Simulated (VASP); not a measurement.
Mg5SnN2:

```
Mg Sn N
1.0
     3.42208    0.00828   -0.01769
    -1.70387    2.98490    0.00600
    -0.07132   -0.01324   13.83869
Mg Sn N
5 1 2
Direct
  0.30713 0.67897 0.20727
  0.69494 0.33968 0.85594
  0.00438 0.01180 0.35581
  0.01749 0.94685 0.65162
  0.29744 0.67232 0.52032
  0.05364 0.04107 0.04386
  0.29616 0.63883 0.35956
  0.66216 0.33714 0.58896
```

```yaml
Program: VASP 6.6.1
Task: relaxation of cell and atoms
Functional: PBE
Potentials_or_basis: VASP PAW PBE potentials, release 64 (Mg, Sn_d, N)
Cutoff: 600 eV
k_mesh: 6 × 6 × 2
Occupations: gaussian, width 0.2 eV
Spin: no spin polarisation
```

At the start: pressure 2.3 GPa; volume 17.69 Å³/atom.

Where does the relaxation end?

Over 24 steps the energy falls by 71.9 meV/atom; space group P1 (No. 1, to 0.1 Å) before and after.

Step by step:
```
step  energy change (eV)  largest force (eV/Å)  pressure (GPa)  volume (Å³)
   1              0.0000                2.5287            2.27       141.55
   2             -0.4346                0.9810           -1.53       146.70
   3             -0.4442                0.7108           -1.19       145.98
   4             -0.5195                0.3355           -0.50       143.75
   5             -0.5258                0.4585           -0.18       142.92
   6             -0.5465                0.1780            0.21       141.86
   7             -0.5478                0.2440            0.37       141.52
   8             -0.5564                0.1350            0.08       142.00
   9             -0.5572                0.1989           -0.03       142.21
  10             -0.5618                0.0874           -0.15       142.34
  11             -0.5631                0.1849           -0.25       142.45
  12             -0.5665                0.1291           -0.16       142.15
  13             -0.5687                0.1173            0.03       141.64
  14             -0.5707                0.0885            0.08       141.49
  15             -0.5717                0.1489            0.15       141.29
  16             -0.5735                0.0535            0.01       141.51
  17             -0.5736                0.0636           -0.03       141.58
  18             -0.5741                0.0409           -0.01       141.55
  19             -0.5742                0.0593            0.00       141.53
  20             -0.5746                0.0361            0.01       141.51
  21             -0.5748                0.0439            0.02       141.48
  22             -0.5751                0.0287            0.00       141.51
  23             -0.5753                0.0383           -0.01       141.52
  24             -0.5755                0.0244            0.01       141.50
```

Final structure:
```
Mg Sn N
1.0
     3.38633   -0.09394   -0.03330
    -1.77458    3.06449    0.02296
    -0.13856    0.03385   13.85950
Mg Sn N
5 1 2
Direct
  0.31565 0.67029 0.20740
  0.69705 0.33904 0.85081
  0.02099 0.01391 0.35968
  0.99911 0.98446 0.66193
  0.31310 0.65102 0.51699
  0.00361 0.02231 0.03838
  0.33257 0.67049 0.36081
  0.65126 0.31514 0.58733
```
